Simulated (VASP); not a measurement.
Input of a VASP 6.6.1 run:

The input INCAR:

```
ALGO = Normal
EDIFF = 1E-6
ENCUT = 520
GGA = PE
ISIF = 2
ISMEAR = -1
LASPH = True
LCHARG = True
LELF = True
LREAL = False
LVHAR = True
LWAVE = False
NBANDS = 42
NELM = 100
PREC = Accurate
SIGMA = 0.02
```

Contents of KPOINTS:

```
k-points
0
Gamma
  1 1 1
```

File POSCAR:

```
N
1.0
    6.7911070000      0.0000000000      0.0000000000
    0.0000000000      6.7911070000      0.0000000000
    0.0000000000      0.0000000000      6.7911070000
N
12
Direct
    0.4736903012      0.9848108447      0.6613521535
    0.6086775645      0.9073384419      0.6149569285
    0.2878241655      0.2500190247      0.3011319713
    0.1389119178      0.3098670764      0.2770445172
    0.6132327759      0.4012294741      0.8737087307
    0.7544256969      0.3618799664      0.8038355708
    0.4493758482      0.8013687948      0.1077863061
    0.4760531042      0.6927256205      0.2253067383
    0.0903098758      0.7817343713      0.4794806772
    0.0397032934      0.6743350331      0.5902202840
    0.9065357219      0.9177455950      1.0733820038
    1.0044385347      0.9611226571      0.9512630185
```

Potentials or basis: VASP PAW PBE potentials, release 64 (N).

Launch:

```bash
$ cat potpaw_PBE.64/N/POTCAR > POTCAR
$ mpirun -np 1 vasp_gam > vasp.out
```

Q: What does it give for the band gap on the k mesh?

A: 7.39 eV.

Q: Predict the pressure.

A: 2.2 GPa.

Q: Estimate the largest force.

A: 1.723 eV/Å.

Forces in eV/Å, atoms in the order of the input:
```
N   -1.306  0.762  0.443
N    1.301 -0.758 -0.433
N    1.582 -0.634  0.253
N   -1.579  0.631 -0.254
N   -1.413  0.410  0.675
N    1.417 -0.404 -0.676
N   -0.289  1.141 -1.228
N    0.285 -1.137  1.231
N    0.484  1.055 -1.098
N   -0.485 -1.061  1.096
N   -0.965 -0.441  1.188
N    0.967  0.436 -1.196
```

Caveat: the k points lie up to 0.93 Å⁻¹ apart; the standard files for N, O and F lose accuracy on very short bonds.
